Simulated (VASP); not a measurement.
## Al2InN3: single point with PBE

Crystal: Al2InN3.

```
Al In N
1.0
     2.96881    0.00000    0.00000
     0.00000    5.12912    0.00000
     0.00000    0.00000    6.05464
Al In N
2 1 3
Direct
  0.00000 0.50000 0.78245
  0.00000 0.50000 0.21755
  0.50000 0.50000 0.50000
  0.50000 0.69042 0.00000
  0.50000 0.30958 0.00000
  0.00000 0.00000 0.50000
```

The cell was built from a structure type or drawn by symmetry, and may not be a known phase.

```json
{
  "Program": "VASP 6.6.1",
  "Task": "single point",
  "Functional": "PBE",
  "Potentials or basis": "VASP PAW PBE potentials, release 64 (Al, In_d, N)",
  "Cutoff": "520 eV",
  "k mesh": "6 × 4 × 4",
  "Occupations": "gaussian, width 0.1 eV",
  "Spin": "collinear spin, ferromagnetic start",
  "Starting moments": "[0.0, 0.0, 0.0, 1.0, 1.0, 1.0] μB"
}
```

```json
{
 "Pressure": "12.8 GPa",
 "Largest force": "8.700 eV/Å",
 "Band gap on the k mesh": "zero (filled and empty bands overlap)",
 "Net moment": "1.97 μB per cell",
 "Site moments": "Al -0.00; In -0.00; N +0.01, +1.34 (each value once) μB",
 "Valence electrons inside the program's atomic spheres": "Al 0.80; In 12.10; N 3.50, 3.34 (each value once)"
}
```

Forces in eV/Å, atoms in the order of the input:
```
Al   0.000  0.000  8.700
Al   0.000  0.000 -8.700
In   0.000  0.000  0.000
N    0.000 -2.882  0.000
N    0.000  2.882  0.000
N    0.000  0.000  0.000
```

Stress tensor (GPa, compression positive):
```
 16.79   0.00   0.00
  0.00 -17.80   0.00
  0.00   0.00  39.29
```

Levels at points of the mesh, in eV from the Fermi level:
Spin up:
| k point | band 14 | band 15 | band 16 | band 17 | band 18 | band 19 | band 20 | band 21 | band 22 | band 23 |
| --- | --- | --- | --- | --- | --- | --- | --- | --- | --- | --- |
| (0.00, 0.00, 0.00) | -2.36 | -2.13 | -0.74 | -0.41 | 0.13 | 2.56 | 2.76 | 3.01 | 5.79 | 6.18 |
| (0.50, 0.00, 0.00) | -3.22 | -2.28 | -2.07 | -1.94 | -1.07 | 1.01 | 1.92 | 2.85 | 3.22 | 4.67 |
| (0.00, 0.50, 0.00) | -1.38 | -1.35 | -0.70 | -0.53 | -0.02 | 0.06 | 1.23 | 3.26 | 6.01 | 6.40 |
| (0.50, 0.50, 0.00) | -3.31 | -2.61 | -2.13 | -1.25 | -0.81 | 0.49 | 1.87 | 1.96 | 4.61 | 5.16 |
| (0.00, 0.00, 0.50) | -2.36 | -1.72 | -1.55 | -0.75 | 0.12 | 2.60 | 3.60 | 3.85 | 3.88 | 5.73 |
| (0.50, 0.00, 0.50) | -3.03 | -2.29 | -2.07 | -1.33 | -1.10 | -0.86 | 2.86 | 2.97 | 4.00 | 4.01 |
| (0.00, 0.50, 0.50) | -2.66 | -2.32 | -1.23 | -0.69 | 0.05 | 1.31 | 1.45 | 4.00 | 4.46 | 5.57 |
| (0.50, 0.50, 0.50) | -2.69 | -1.85 | -1.71 | -1.17 | -0.89 | -0.77 | 1.85 | 2.58 | 4.02 | 4.27 |
Spin down:
| k point | band 14 | band 15 | band 16 | band 17 | band 18 | band 19 |
| --- | --- | --- | --- | --- | --- | --- |
| (0.00, 0.00, 0.00) | -2.14 | -0.73 | 0.18 | 0.85 | 2.24 | 2.61 |
| (0.50, 0.00, 0.00) | -3.11 | -1.07 | -0.39 | -0.38 | 0.23 | 1.94 |
| (0.00, 0.50, 0.00) | -0.53 | 0.10 | 0.16 | 0.59 | 0.80 | 1.24 |
| (0.50, 0.50, 0.00) | -2.59 | -1.37 | -1.25 | 0.46 | 0.71 | 1.12 |
| (0.00, 0.00, 0.50) | -2.32 | -1.01 | 0.17 | 1.03 | 2.21 | 2.62 |
| (0.50, 0.00, 0.50) | -2.13 | -1.34 | -0.83 | -0.59 | 0.38 | 0.66 |
| (0.00, 0.50, 0.50) | -2.28 | -0.25 | 0.10 | 0.65 | 1.48 | 1.56 |
| (0.50, 0.50, 0.50) | -2.12 | -1.73 | -0.75 | -0.45 | 1.06 | 1.07 |

Wall time 88 s on 1 thread of Intel(R) Xeon(R) 6975P-C (Granite Rapids) (shared host), peak memory 0.33 GiB.

Caveat: the cell stands under pressure; spin-orbit coupling is left out, which moves the levels of the heavy elements; forces of over 1 eV/Å act on the atoms, so gaps and moduli don't describe the material at rest.
